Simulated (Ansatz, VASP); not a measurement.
**Al2Cu: VASP beside Ansatz**

```
Al Cu
1.0
     4.08417    0.00000    0.00000
     0.00000    4.08417    2.84639
     0.00000   -4.08417    2.84639
Al Cu
4 2
Direct
  0.50000 0.73776 0.76224
  0.50000 0.26224 0.23776
  0.00000 0.50000 0.00000
  0.00000 0.00000 0.50000
  0.00000 0.00000 0.00000
  0.00000 0.50000 0.50000
```

Change from the starting cell: mode 4 (68.1 1/cm) frozen in, largest displacement -0.100 Å.

Alike in both runs: task single point; functional PBEsol; k mesh 12 × 10 × 10; occupations gaussian, width 0.15 eV; no spin polarisation.

|  | VASP | Ansatz |
| --- | --- | --- |
| version | VASP 6.6.1 | Ansatz 0.2.0 |
| potentials or method | VASP PAW PBE potentials, release 64 (Al, Cu), cutoff 520 eV | scalar-relativistic, plane waves, PAW |
| valence electrons in the cell | 34 | 50 |

VASP gave:

* gap on the k mesh at the Fermi level (eV): none
* pressure (GPa): 0.5
* traceless stress, the component that is largest in VASP (GPa): -0.72
* rms of the force components (eV/Å): 0.016

Task: Estimate Ansatz's values.

Result: gap on the k mesh at the Fermi level (eV): none; pressure (GPa): 0.1; traceless stress, the component that is largest in VASP (GPa): -0.71; rms of the force components (eV/Å): 0.016.

VASP's potentials were made for PBE, not for PBEsol. Atom by atom the forces differ by 0.000 eV/Å (rms over components). A gap of «none» marks a metal or a gap that the smearing closes. With one functional, cell and mesh, what is left measures potentials, basis and numerics. VASP's potentials hold 34 valence electrons a cell and Ansatz's 50, so a difference there can come from the potentials and not from the codes.
